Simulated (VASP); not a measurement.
# TiAl (P-6m2) in VASP: further runs

The runs below take TiAl through single point, with PBE.

Everything below comes from runs of VASP 6.6.1. Logs are shortened: lines on timing, memory, paths and dates and some standing lists are left out, and cuts for length are marked.

## Step 1: The cell of the first run

The structure is hexagonal, space group P-6m2 (No. 187). Conventional cell: a = 2.989 Å, b = 2.989 Å, c = 4.463 Å, α = 90.00°, β = 90.00°, γ = 120.00°. Ti (site symmetry -6m2) has 6 Al at 2.82 Å and 6 Ti at 2.99 Å within 3.7 Å. Within 3.7 Å of Al (site symmetry -6m2) lie 6 Ti at 2.82 Å and 6 Al at 2.99 Å.

## Step 2: Single point, PBE

INCAR

```
PREC = Accurate
ENCUT = 520
EDIFF = 1E-7
ISMEAR = 0
SIGMA = 0.15
LREAL = F
LASPH = T
NELM = 100
ALGO = Fast
ISIF = 2
LWAVE = F
LCHARG = T
GGA = PE
LELF = T
LVHAR = T
NBANDS = 14
```

KPOINTS

```
regular mesh
0
Gamma
  18 18 10
```

POSCAR

```
TiAl
1.0
    2.9890000000      0.0000000000      0.0000000000
   -1.4945000000      2.5885499319      0.0000000000
    0.0000000000      0.0000000000      4.4625000000
Ti Al
1 1
Direct
    0.0000000000      0.0000000000      0.0000000000
    0.3333333333      0.6666666667      0.5000000000
```

Potentials or basis: VASP PAW PBE potentials, release 64 (Ti_sv, Al).

Started as:

```
> cat potpaw_PBE.64/Ti_sv/POTCAR potpaw_PBE.64/Al/POTCAR > POTCAR
> mpirun -np 1 vasp_std > vasp.out
```

OUTCAR:

```text
PREC = Accurate
   ENCUT = 520
   EDIFF = 1E-7
   ISMEAR = 0
   LREAL = F
   LASPH = T
   NELM = 100
   ISIF = 2
   GGA = PE

 ion  position               nearest neighbor table
   1  0.000  0.000  0.000-   2 2.82   2 2.82   2 2.82   2 2.82   2 2.82   2 2.82
   2  0.333  0.667  0.500-   1 2.82   1 2.82   1 2.82   1 2.82   1 2.82   1 2.82

  LATTYP: Found a hexagonal cell.
 ALAT       =     2.9890000000
 C/A-ratio  =     1.4929742389

  Lattice vectors:

 A1 = (   2.9890000000,   0.0000000000,   0.0000000000)
 A2 = (  -1.4945000000,   2.5885499319,   0.0000000000)
 A3 = (   0.0000000000,   0.0000000000,   4.4625000000)

Analysis of symmetry for initial positions (statically):
=====================================================================
 Subroutine PRICEL returns:
 Original cell was already a primitive cell.

 Routine SETGRP: Setting up the symmetry group for a
 hexagonal supercell.

 Subroutine GETGRP returns: Found 12 space group operations
 (whereof 12 operations were pure point group operations)
 out of a pool of 24 trial point group operations.

The static configuration has the point symmetry D_3h.

Analysis of symmetry for dynamics (positions and initial velocities):
=====================================================================
 Subroutine PRICEL returns:
 Original cell was already a primitive cell.

 Routine SETGRP: Setting up the symmetry group for a
 hexagonal supercell.

 Subroutine GETGRP returns: Found 12 space group operations
 (whereof 12 operations were pure point group operations)
 out of a pool of 24 trial point group operations.

The dynamic configuration has the point symmetry D_3h.

 Subroutine INISYM returns: Found 12 space group operations
 (whereof 12 operations are pure point group operations),
 and found     1 'primitive' translations

----------------------------------------------------------------------------------------

                                     Primitive cell

  volume of cell :      34.5271

  direct lattice vectors                    reciprocal lattice vectors
     2.989000000  0.000000000  0.000000000     0.334560054  0.193158337  0.000000000
    -1.494500000  2.588549932  0.000000000     0.000000000  0.386316674  0.000000000
     0.000000000  0.000000000  4.462500000     0.000000000  0.000000000  0.224089636

  length of vectors
     2.989000000  2.989000000  4.462500000     0.386316674  0.386316674  0.224089636

  position of ions in fractional coordinates (direct lattice)
     0.000000000  0.000000000  0.000000000
     0.333333333  0.666666667  0.500000000

  ion indices of the primitive-cell ions
   primitive index   ion index
                 1           1
                 2           2

----------------------------------------------------------------------------------------

 KPOINTS: regular mesh

Automatic generation of k-mesh.
 Grid dimensions read from file:
 generate k-points for:   18   18   10

 Generating k-lattice:

  Cartesian coordinates                     Fractional coordinates (reciprocal lattice)
     0.018586670  0.010731019  0.000000000     0.055555556  0.000000000  0.000000000
     0.000000000  0.021462037  0.000000000     0.000000000  0.055555556  0.000000000
     0.000000000  0.000000000  0.022408964     0.000000000  0.000000000  0.100000000

  Length of vectors
     0.021462037  0.021462037  0.022408964

  Shift w.r.t. Gamma in fractional coordinates (k-lattice)
     0.000000000  0.000000000  0.000000000

 Subroutine IBZKPT returns following result:
 ===========================================

 Found    222 irreducible k-points:

 Following reciprocal coordinates:
            Coordinates               Weight
  0.000000  0.000000  0.000000      1.000000
  0.055556  0.000000  0.000000      6.000000
  0.111111  0.000000  0.000000      6.000000
  0.166667  0.000000  0.000000      6.000000
  0.222222  0.000000  0.000000      6.000000
  0.277778  0.000000  0.000000      6.000000
[... 16 lines left out ...]
  0.333333  0.111111  0.000000     12.000000
  0.388889  0.111111  0.000000     12.000000
 [... further k-points ...]
   k-points           NKPTS =    222   k-points in BZ     NKDIM =    222   number of bands    NBANDS=     14
   number of dos      NEDOS =    301   number of ions     NIONS =      2
   total plane-waves  NPLWV =  20736
   dimension x,y,z NGX =    24 NGY =   24 NGZ =   36
   dimension x,y,z NGXF=    48 NGYF=   48 NGZF=   72
   ions per type =               1   1
   NGX,Y,Z   is equivalent  to a cutoff of  13.35, 13.35, 13.41 a.u.
   NGXF,Y,Z  is equivalent  to a cutoff of  26.70, 26.70, 26.82 a.u.
 SYSTEM =  unknown system
   PREC   = accura    normal or accurate (medium, high low for compatibility)
   ISTART =      0    job   : 0-new  1-cont  2-samecut
   ICHARG =      2    charge: 1-file 2-atom 10-const
   ISPIN  =      1    spin polarized calculation?
   LNONCOLLINEAR =      F non collinear calculations
   LSORBIT =      F    spin-orbit coupling
   LASPH  =      T    aspherical Exc in radial PAW
   ENCUT  =  520.0 eV  38.22 Ry    6.18 a.u.   5.56  5.56  8.30*2*pi/ulx,y,z
   NELM   =    100;   NELMIN=  2; NELMDL= -5     # of ELM steps
   EDIFF  = 0.1E-06   stopping-criterion for ELM
   LREAL  =      F    real-space projection
   EDIFFG = 0.1E-05   stopping-criterion for IOM
   NSW    =      0    number of steps for IOM
   IBRION =     -1    ionic relax: 0-MD 1-quasi-New 2-CG
   NFREE  =      0    steps in history (QN), initial steepest desc. (CG)
   ISIF   =      2    stress and relaxation
   ISYM   =      2    0-nonsym 1-usesym 2-fastsym
   POTIM  = 0.5000    time-step for ionic-motion
   TEBEG  =    0.0;   TEEND  =   0.0 temperature during run
   PSTRESS=    0.0 pullay stress
   NELECT =      15.0000    total number of electrons
   NUPDOWN=      -1.0000    fix difference up-down
   EMIN   =  10.00;   EMAX   =-10.00  energy-range for DOS
   EFERMI =   0.00;   METHOD = LEGACY
   ISMEAR =     0;   SIGMA  =   0.15  broadening in eV -4-tet -1-fermi 0-gaus
   EFERMI_NEDOS =   21; number of points for ismear=-14 and -15
   IALGO  =     68    algorithm
   IMIX   =      4    mixing-type and parameters
     AMIX     =   0.40;   BMIX     =  1.00
     AMIX_MAG =   1.60;   BMIX_MAG =  1.00
  volume/ion in A,a.u.               =      17.26       116.50
  Fermi-wavevector in a.u.,A,eV,Ry     =   1.239895  2.343062 20.916786  1.537340
  Thomas-Fermi vector in A             =   2.374359
   LORBIT       =      0    0 simple, 1 ext, 2 COOP (PROOUT), +10 PAW based schemes
   GGA     = PE    functional components
   LHFCALC =     F    Hartree Fock is set to
   AEXX    =    0.0000 exact exchange contribution
   IVDW    =     0    specifies the selected vdW correction
   LEPSILON=     F    determine dielectric tensor
   LRPA    =     F    only Hartree local field effects (RPA)
 non-spin polarized calculation
 RMM-DIIS sequential band-by-band and
 Gauss-broadening in eV      SIGMA  =   0.15
  energy-cutoff  :      520.00
  volume of cell :       34.53
 maximum number of plane-waves:       964
 NGX is ok and might be reduce to    24

 number of electron      15.0000001 magnetization

 Free energy of the ion-electron system (eV)
  ---------------------------------------------------
  ext. energy  EPLUGINS =         0.00000000
  ---------------------------------------------------
  free energy    TOTEN  =       -12.04314816 eV

  energy without entropy =      -12.01090937  energy(sigma->0) =      -12.02702876

 E-fermi :   7.4512     XC(G=0): -10.7821

 val. band max:        7.4499319289   @ k =   0.2778   0.0000   0.0000
 cond. band min:       7.4531742236   @ k =   0.3889   0.2222   0.4000
 fundamental gap:      0.0032422946
 Fermi energy:         7.4511567092

 k-point     1 :       0.0000    0.0000    0.0000
  band No.  band energies     occupation
      1     -49.2062      2.00000
      2     -25.5247      2.00000
      3     -25.2048      2.00000
      4     -25.2048      2.00000
      5      -1.1458      2.00000
      6       5.5372      2.00000
      7       6.3566      2.00000
      8       8.5936      0.00000
      9       8.5936      0.00000
     10       9.8271      0.00000
     11       9.8271      0.00000
     12      12.1551      0.00000
     13      19.0610      0.00000
     14      19.0610      0.00000

 k-point     2 :       0.0556    0.0000    0.0000
  band No.  band energies     occupation
      1     -49.2045      2.00000
      2     -25.5228      2.00000
      3     -25.2168      2.00000
      4     -25.2075      2.00000
      5      -1.0748      2.00000
      6       5.6058      2.00000
      7       6.3452      2.00000
      8       8.5253      0.00000
      9       8.6472      0.00000
     10       9.8081      0.00000
     11       9.8744      0.00000
     12      12.1635      0.00000
     13      17.9789      0.00000
     14      18.4096      0.00000

 k-point     3 :       0.1111    0.0000    0.0000
  band No.  band energies     occupation
      1     -49.1995      2.00000
      2     -25.5175      2.00000
      3     -25.2511      2.00000
      4     -25.2155      2.00000
      5      -0.8628      2.00000
      6       5.8027      2.00000
      7       6.3140      2.00000
      8       8.3353      0.00000
      9       8.8047      0.00000
     10       9.7539      0.00000
     11      10.0126      0.00000
     12      12.1842      0.00000
     13      16.3545      0.00000
     14      17.5532      0.00000
[... 324 lines left out ...]
 k-point    23 :       0.3333    0.1111    0.0000
  band No.  band energies     occupation
      1     -49.1534      2.00000
      2     -25.5394      2.00000
      3     -25.4682      2.00000
      4     -25.3110      2.00000
      5       2.3134      2.00000
      6       6.0907      2.00000
      7       6.2130      2.00000
      8       6.9316      2.00000
      9       8.9280      0.00000
     10      10.1545      0.00000
     11      11.3141      0.00000
     12      12.0035      0.00000
     13      12.7616      0.00000
     14      13.4954      0.00000

 k-point    24 :       0.3889    0.1111    0.0000
  band No.  band energies     occupation
      1     -49.1487      2.00000
      2     -25.5678      2.00000
      3     -25.4632      2.00000
      4     -25.3209      2.00000
      5       3.2007      2.00000
      6       5.2766      2.00000
      7       6.2226      2.00000
      8       6.7686      2.00000
      9       8.8304      0.00000
     10      10.3753      0.00000
     11      11.3218      0.00000
     12      12.3499      0.00000
     13      12.6432      0.00000
     14      13.7563      0.00000

 [... further k-points ...]
[... 5 lines left out ...]
  --------------------------------------------------------------------------------------
  -------------------------------------------------------------------------------------
  Total       -1.0284258     -1.0284258      0.7121012      0.0000000      0.0000000     -0.0000000
  in kB      -47.7224612    -47.7224612     33.0439243      0.0000000      0.0000000     -0.0000000
  external PRESSURE =     -20.8003327 kB  Pullay stress =       0.0000000 kB

 VOLUME and BASIS-vectors are now :
 -----------------------------------------------------------------------------
  energy-cutoff  :      520.00
  volume of cell :       34.53
      direct lattice vectors                 reciprocal lattice vectors
     2.989000000  0.000000000  0.000000000     0.334560054  0.193158337  0.000000000
    -1.494500000  2.588549932  0.000000000     0.000000000  0.386316674  0.000000000
     0.000000000  0.000000000  4.462500000     0.000000000  0.000000000  0.224089636

 POSITION                                       TOTAL-FORCE (eV/Angst)
 -----------------------------------------------------------------------------------
      0.00000      0.00000      0.00000         0.000000      0.000000      0.000000
     -0.00000      1.72570      2.23125        -0.000000      0.000000      0.000000
 -----------------------------------------------------------------------------------
    total drift:                                0.000000     -0.000000      0.000000

  FREE ENERGIE OF THE ION-ELECTRON SYSTEM (eV)
  ---------------------------------------------------
  free  energy   TOTEN  =       -12.0431481583 eV

  energy  without entropy=      -12.0109093713  energy(sigma->0) =      -12.02702876
```

Run time: 97 s. Hardware: 1 thread of Intel Xeon 6975P-C (Granite Rapids), shared host; peak memory 0.23 GiB.

Results:

| Item | Value |
| --- | --- |
| Free energy | -12.0431 eV |
| Pressure | -2.1 GPa |

## Step 3: Single point, PBE

This run uses another cell than the first one, of the same volume but with other edges.

INCAR

```
PREC = Accurate ; ENCUT = 520
EDIFF = 1E-7 ; ISMEAR = 0
SIGMA = 0.15 ; LREAL = F
LASPH = T ; NELM = 60
ALGO = Fast ; ISIF = 2
LWAVE = F ; LCHARG = F
GGA = PE ; NBANDS = 14
```

KPOINTS

```
Automatic mesh
0
Gamma
  18 18 10
```

POSCAR

```
TiAl
1.0
    2.8450000000      0.0000000000      0.0000000000
   -1.4225000000      2.4638422738      0.0000000000
    0.0000000000      0.0000000000      4.9273000000
Ti Al
1 1
Direct
    0.0000000000      0.0000000000      0.0000000000
    0.3333333333      0.6666666667      0.5000000000
```

Potentials or basis: VASP PAW PBE potentials, release 64 (Ti_sv, Al).

Started as:

```
> cat potpaw_PBE.64/Ti_sv/POTCAR potpaw_PBE.64/Al/POTCAR > POTCAR
> mpirun -np 1 vasp_std > vasp.out
```

Run time: 1.9 min. Hardware: 1 thread of Intel Xeon 6975P-C (Granite Rapids), shared host; peak memory 0.24 GiB.

The run converged. Its results:

| Item | Value |
| --- | --- |
| Free energy | -12.0316 eV |
| Pressure | -3.6 GPa |

Stress tensor (GPa, compression positive):
```
 -0.12   0.00   0.00
  0.00  -0.12   0.00
  0.00   0.00 -10.61
```

Levels at points of the mesh, in eV from the Fermi level:
```csv
k point,band 5,band 6,band 7,band 8,band 9,band 10
"(0.00, 0.00, 0.00)",-8.91,-2.54,-2.27,1.24,1.24,2.79
"(0.50, 0.00, 0.00)",-3.55,-2.71,-1.51,-1.08,2.14,3.66
"(0.00, 0.00, 0.50)",-8.20,-5.32,-0.74,1.25,1.25,2.75
"(0.50, 0.00, 0.50)",-3.48,-2.47,-1.82,0.56,0.86,2.01
```

## Step 4: Single point, PBE

This run uses another cell than the first one, of 15.68 Å³/atom, 0.908 times its volume.

INCAR

```
  PREC = Accurate
  ENCUT = 520
  EDIFF = 1E-6
  ISMEAR = 0
  SIGMA = 0.15
  LREAL = F
  LASPH = T
  NELM = 100
  ALGO = Fast
  ISIF = 2
  LWAVE = F
  LCHARG = F
  GGA = PE
  NBANDS = 14
```

KPOINTS

```
regular mesh
0
Gamma
  18 18 10
```

POSCAR

```
TiAl
1.0
    2.7369000000      0.0000000000      0.0000000000
   -1.3684500000      2.3702249276      0.0000000000
    0.0000000000      0.0000000000      4.8343000000
Ti Al
1 1
Direct
    0.0000000000      0.0000000000      0.0000000000
    0.3333333333      0.6666666667      0.5000000000
```

Started as:

```
> cat potpaw_PBE.64/Ti_sv/POTCAR potpaw_PBE.64/Al/POTCAR > POTCAR
> mpirun -np 1 vasp_std > vasp.out
```

It took 1.7 min on 1 thread of Intel Xeon Platinum 8488C (Sapphire Rapids), shared host; peak memory 0.21 GiB.

It converged, with:

* Free energy: -11.9706 eV
* Pressure: 7.0 GPa

Stress tensor (GPa, compression positive):
```
12.31  0.00  0.00
 0.00 12.31  0.00
 0.00  0.00 -3.69
```

Levels at points of the mesh, in eV from the Fermi level:
```
           k point  band 5  band 6  band 7  band 8  band 9  band 10
(0.00, 0.00, 0.00)   -9.47   -2.74   -2.56    1.34    1.34     3.15
(0.50, 0.00, 0.00)   -3.81   -2.71   -1.80   -1.32    2.39     3.90
(0.00, 0.00, 0.50)   -8.73   -5.62   -0.99    1.34    1.34     3.11
(0.50, 0.00, 0.50)   -3.76   -2.62   -2.07    0.72    0.89     2.27
```

## Step 5: Overview

```csv
cell,further INCAR settings,gap on the mesh (eV),pressure (GPa)
"a = 2.989, b = 2.989, c = 4.463 Å, angles 90.0, 90.0, 120.0°, 2 atoms",ALGO = Fast; EDIFF = 1e-07; NBANDS = 14,none,-2.1
"a = 2.845, b = 2.845, c = 4.927 Å, angles 90.0, 90.0, 120.0°, 2 atoms",ALGO = Fast; EDIFF = 1e-07; NBANDS = 14,none,-3.6
"a = 2.737, b = 2.737, c = 4.834 Å, angles 90.0, 90.0, 120.0°, 2 atoms",ALGO = Fast; EDIFF = 1e-06; NBANDS = 14,none,7.0
```

Alike in all rows: task single point; level PBE; potentials or basis VASP PAW PBE potentials, release 64 (Ti_sv, Al); no spin polarisation; k mesh 18 × 18 × 10; cutoff (eV) 520; smearing gaussian 0.15 eV.

Absolute energies hang on the potentials; compare differences alone.
